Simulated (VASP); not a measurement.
Cu:

```
Cu
1.0
    -1.46558    1.46558    1.46558
     1.46558   -1.46558    1.46558
     1.46558    1.46558   -1.46558
Cu
1
Direct
  0.00000 0.00000 0.00000
```

This isn't the form of Cu at room conditions, which is fcc.

- Program: VASP 6.6.1
- Task: relaxation of cell and atoms
- Functional: PBEsol
- Potentials or basis: VASP PAW PBE potentials, release 64 (Cu)
- Cutoff: 600 eV
- k mesh: 8 × 8 × 8
- Occupations: gaussian, width 0.1 eV
- Spin: no spin polarisation

At the start: pressure -12.4 GPa; volume 12.59 Å³/atom.

Where does the relaxation end?

Over 3 steps the energy falls by 50.3 meV/atom and the volume is 11.41 Å³/atom (-9.3 %); space group Im-3m (No. 229, to 0.1 Å) before and after.

Step by step:
| step | energy change (eV) | largest force (eV/Å) | pressure (GPa) | volume (Å³) |
| --- | --- | --- | --- | --- |
| 1 | 0.0000 | 0.0000 | -12.39 | 12.59 |
| 2 | -0.0375 | 0.0000 | 8.33 | 10.90 |
| 3 | -0.0503 | 0.0000 | -0.02 | 11.41 |

Final structure:
```yaml
crystal:
  lattice:
    - [-1.41842, 1.41842, 1.41842]
    - [1.41842, -1.41842, 1.41842]
    - [1.41842, 1.41842, -1.41842]
  atoms:
    - { symbol: Cu, position: [0.00000, 0.00000, 0.00000] }
```

Caveat: the k points lie up to 0.39 Å⁻¹ apart in the final cell, too coarse for converged energies and pressures of a metal; the PAW data sets were made with another functional, which shifts forces and pressure a little.
